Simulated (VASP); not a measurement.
A run of VASP 6.6.1 is set up as follows.

The input INCAR:

```
SYSTEM = MgO
PREC = Accurate
ENCUT = 600
EDIFF = 1E-6
ISMEAR = 0
SIGMA = 0.1
LREAL = .False.
LASPH = .True.
NELM = 120
ALGO = Normal
ISIF = 2
LWAVE = .False.
LCHARG = .False.
GGA = PE
NBANDS = 11
GGA_COMPAT = .False.
```

KPOINTS

```
Automatic mesh
0
Gamma
  8 8 8
  0 0 0
```

POSCAR

```
MgO
1.0
    0.0000000000      2.1060000000      2.1060000000
    2.1060000000      0.0000000000      2.1060000000
    2.1060000000      2.1060000000      0.0000000000
Mg O
1 1
Direct
    0.0000000000      0.0000000000      0.0000000000
    0.5000000000      0.5000000000      0.5000000000
```

Potentials or basis: VASP PAW PBE potentials, release 64 (Mg, O).

Launch:

```bash
$ cat potpaw_PBE.64/Mg/POTCAR potpaw_PBE.64/O/POTCAR > POTCAR
$ mpirun -np 1 vasp_std > vasp.out
```

Problem. Estimate the pressure.

Solution. 3.7 GPa.

Problem. Estimate the band gap on the k mesh.

Solution. 4.73 eV, direct.
